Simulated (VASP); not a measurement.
Here is a VASP 6.6.1 calculation.

INCAR

```
SYSTEM = NaCl
  ALGO = Normal
  EDIFF = 1E-6
  ENCUT = 520
  GGA = PS
  ISIF = 2
  ISMEAR = 0
  LASPH = .True.
  LCHARG = .True.
  LELF = .True.
  LREAL = .False.
  LVHAR = .True.
  LWAVE = .False.
  NBANDS = 14
  NELM = 60
  PREC = Accurate
  SIGMA = 0.05
```

The input KPOINTS:

```
k-points
0
Gamma
  6 6 6
  0 0 0
```

Contents of POSCAR:

```
NaCl
1.0
    3.3621024000      0.0000000000      0.0000000000
    0.0000000000      3.3621024000      0.0000000000
    0.0000000000      0.0000000000      3.6422776000
Na Cl
1 1
Direct
    0.0000000000      0.0000000000      0.0000000000
    0.5000000000      0.5000000000      0.5000000000
```

Potentials or basis: VASP PAW PBE potentials, release 64 (Na_pv, Cl).

The run is started by

```sh
$ cat potpaw_PBE.64/Na_pv/POTCAR potpaw_PBE.64/Cl/POTCAR > POTCAR
$ mpirun -np 1 vasp_std > vasp.out
```

Task: What does it give for the band gap on the k mesh?

Result: 3.68 eV (least direct gap 4.16 eV).

Task: What does it give for the pressure?

Result: 0.0 GPa.

Stress tensor (GPa, compression positive):
```
 2.06  0.00  0.00
 0.00  2.06  0.00
 0.00  0.00 -4.13
```

Caveat: the cell differs from its parent crystal (strain -0.040 along x and y, +0.040 along z); the PAW data sets were made with another functional, which shifts forces and pressure a little. A k mesh can miss the band edges.
